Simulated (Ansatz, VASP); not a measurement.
**TePb in VASP and in Ansatz**

Contents of POSCAR:

```
TePb
1.0
    0.0000000000      3.1463250000      3.1463250000
    3.1463250000      0.0000000000      3.1463250000
    3.1463250000      3.1463250000      0.0000000000
Te Pb
1 1
Direct
    0.5000000000      0.5000000000      0.5000000000
    0.0000000000      0.0000000000      0.0000000000
```

The input INCAR.step1:

```
SYSTEM = TePb
PREC = Accurate
ENCUT = 520
ISMEAR = 0
SIGMA = 0.05
LREAL = .False.
LASPH = .True.
NELM = 100
NBANDS = 17
GGA = PE
ALGO = Normal
EDIFF = 1E-4
LWAVE = .True.
LCHARG = .False.
```

Contents of INCAR.step2:

```
SYSTEM = TePb
PREC = Accurate
ENCUT = 520
EDIFF = 1E-6
ISMEAR = 0
SIGMA = 0.05
LREAL = .False.
LASPH = .True.
NELM = 100
ALGO = Normal
ISIF = 2
LWAVE = .False.
LCHARG = .True.
METAGGA = R2SCAN
LMIXTAU = .True.
LELF = .True.
LVHAR = .True.
NBANDS = 17
ISTART = 1
```

The input KPOINTS:

```
regular mesh
0
Gamma
  8 8 8
  0 0 0
```

Input for Ansatz:

```yaml
crystal:
  lattice:
    - [0.0, 3.146325, 3.146325]
    - [3.146325, 0.0, 3.146325]
    - [3.146325, 3.146325, 0.0]
  atoms:
    - { symbol: Te, position: [0.5, 0.5, 0.5] }
    - { symbol: Pb, position: [0.0, 0.0, 0.0] }
basis:
  ecutwfc: 500
kpoints:
  mp_grid: { grid: [8, 8, 8] }
hamiltonian:
  xc: r2scan
scf:
  occupations: { method: gaussian, width: 0.05 }
output:
  forces: true
  stress: true
  eigenvalues: true
```

Change from the starting cell: strain -0.025 along x and y, -0.025 along z, atoms carried along.

Alike in both runs: task single point; functional r2SCAN; k mesh 8 × 8 × 8; occupations gaussian, width 0.05 eV; no spin polarisation.

```csv
,VASP,Ansatz
version,VASP 6.6.1,Ansatz 0.2.0
potentials or method,"VASP PAW PBE potentials, release 64 (Te, Pb_d), cutoff 520 eV","scalar-relativistic, plane waves, PAW"
valence electrons in the cell,20,30
```

|  | VASP | Ansatz | Ansatz less VASP |
| --- | --- | --- | --- |
| gap on the k mesh at the Fermi level (eV) | 0.82 | 0.81 | -0.005 |
| least direct gap on the mesh (eV) | 0.82 | 0.81 | -0.005 |
| pressure (GPa) | 6.2 | 6.2 | -0.01 |

VASP's potentials were made for PBE, not for r2SCAN. VASP's potentials hold 20 valence electrons a cell and Ansatz's 30, so a difference there can come from the potentials and not from the codes.

Spin-orbit coupling is off throughout.
